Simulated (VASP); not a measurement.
**Cd2S: relaxation of cell and atoms with PBE**

Crystal: Cd2S.

```
Cd S
1.0
    -1.95021    3.31006   -0.04809
     0.04940   -0.05054    5.33634
     5.70319    3.22493    0.02130
Cd S
4 2
Direct
  0.97742 0.71019 0.32239
  0.47528 0.69506 0.84834
  0.48097 0.29758 0.17309
  0.06280 0.26747 0.63734
  0.50667 0.01566 0.50157
  0.99687 0.01403 0.01728
```

```json
{
  "Program": "VASP 6.6.1",
  "Task": "relaxation of cell and atoms",
  "Functional": "PBE",
  "Potentials or basis": "VASP PAW PBE potentials, release 64 (Cd, S)",
  "Cutoff": "600 eV",
  "k mesh": "6 × 4 × 4",
  "Occupations": "gaussian, width 0.2 eV",
  "Spin": "no spin polarisation",
  "Dipole correction": "no",
  "Further INCAR settings": "ALGO = Normal; EDIFF = 1e-06; IBRION = 2; EDIFFG = -0.025; NSW = 80; ISIF = 3"
}
```

The relaxed volume is 22.67 Å³/atom, the relaxed cell is a = 3.842 Å, b = 5.416 Å, c = 6.538 Å, α = 89.46°, β = 90.34°, γ = 90.32° and the space group after relaxing (to 0.1 Å) is C2/m (No. 12). The energy gained by relaxing is 64.2 meV/atom and the ionic steps are 24. The pressure after relaxing is 0.0 GPa and the largest force after relaxing is 0.022 eV/Å. The band gap on the k mesh is zero (bands 30 and 31 overlap by 1.39 eV).

Forces on the atoms (eV/Å):
```
Cd   0.004 -0.015  0.011
Cd   0.012  0.014  0.012
Cd  -0.008  0.009 -0.017
Cd  -0.005 -0.004 -0.018
S    0.011 -0.003  0.004
S   -0.014 -0.001  0.007
```

Stress tensor (GPa, compression positive):
```
-0.05  0.02 -0.10
 0.02  0.02  0.04
-0.10  0.04 -0.05
```

The path:
| step | energy change (eV) | largest force (eV/Å) | pressure (GPa) | volume (Å³) |
| --- | --- | --- | --- | --- |
| 1 | 0.0000 | 1.8970 | 3.43 | 134.28 |
| 2 | -0.2487 | 0.3999 | -1.70 | 143.79 |
| 3 | -0.2498 | 0.4663 | -1.41 | 143.08 |
| 4 | -0.3035 | 0.3673 | -0.64 | 139.92 |
| 5 | -0.3340 | 0.2276 | 0.87 | 135.20 |
| 6 | -0.3560 | 0.1475 | 0.20 | 136.02 |
| 7 | -0.3582 | 0.1721 | -0.04 | 136.37 |
| 8 | -0.3654 | 0.1404 | 0.02 | 136.35 |
| 9 | -0.3702 | 0.1272 | 0.16 | 136.28 |
| 10 | -0.3746 | 0.1129 | -0.13 | 136.93 |
| 11 | -0.3755 | 0.1040 | -0.29 | 137.33 |
| 12 | -0.3788 | 0.0805 | 0.11 | 136.19 |
| 13 | -0.3789 | 0.0745 | 0.22 | 135.91 |
| 14 | -0.3808 | 0.0522 | -0.01 | 136.17 |
| 15 | -0.3809 | 0.0559 | -0.05 | 136.23 |
| 16 | -0.3821 | 0.0378 | -0.02 | 136.07 |
| 17 | -0.3825 | 0.0425 | 0.08 | 135.85 |
| 18 | -0.3825 | 0.0406 | 0.06 | 135.92 |
| 19 | -0.3833 | 0.0309 | -0.06 | 136.23 |
| 20 | -0.3835 | 0.0305 | -0.14 | 136.48 |
| 21 | -0.3839 | 0.0329 | -0.02 | 136.19 |
| 22 | -0.3840 | 0.0389 | 0.05 | 136.03 |
| 23 | -0.3845 | 0.0276 | 0.03 | 136.03 |
| 24 | -0.3851 | 0.0221 | -0.02 | 136.01 |

Final structure:
```xyz
6
Lattice="-1.9307 3.3215 -0.0113 0.0293 0.0000 5.4157 5.6713 3.2519 0.0308" Properties=species:S:1:pos:R:3 pbc="T T T"
Cd    1.9280    1.1069    3.7908
Cd    3.8098    4.3532    3.8055
Cd   -0.0286    2.1817    1.6361
Cd    3.7602    2.1814    1.6522
S     1.8569    3.3061    0.0104
S    -1.8870    3.3042    5.4010
```

Levels at points of the mesh, in eV from the Fermi level:
```tsv
k point	band 26	band 27	band 28	band 29	band 30	band 31	band 32	band 33	band 34	band 35
(0.00, 0.00, 0.00)	-2.54	-1.97	-0.91	-0.83	-0.53	0.20	1.71	3.40	5.20	5.21
(0.50, 0.00, 0.00)	-3.29	-2.50	-2.47	-0.77	-0.69	2.22	2.24	3.01	3.01	3.15
(0.00, 0.50, 0.00)	-2.08	-1.63	-0.97	-0.91	-0.56	0.86	2.14	2.66	4.29	6.42
(0.50, 0.50, 0.00)	-4.00	-2.81	-2.74	-0.99	-0.91	0.66	0.74	4.10	4.19	4.89
(0.00, 0.00, 0.50)	-3.55	-2.19	-2.19	-1.47	-1.46	2.58	2.59	4.57	4.60	5.58
(0.50, 0.00, 0.50)	-2.56	-1.88	-1.83	-0.44	-0.37	-0.09	0.02	1.56	1.63	5.32
(0.00, 0.50, 0.50)	-3.22	-1.33	-1.32	-0.23	-0.23	2.50	2.50	3.58	3.61	5.28
(0.50, 0.50, 0.50)	-3.62	-2.33	-2.24	-1.55	-1.50	2.27	2.35	2.83	2.92	4.50
```

Wall time 65 min on 1 thread of Intel(R) Xeon(R) Platinum 8259CL CPU @ 2.50GHz (Skylake/Cascade Lake), on a shared host, peak memory 0.44 GiB.
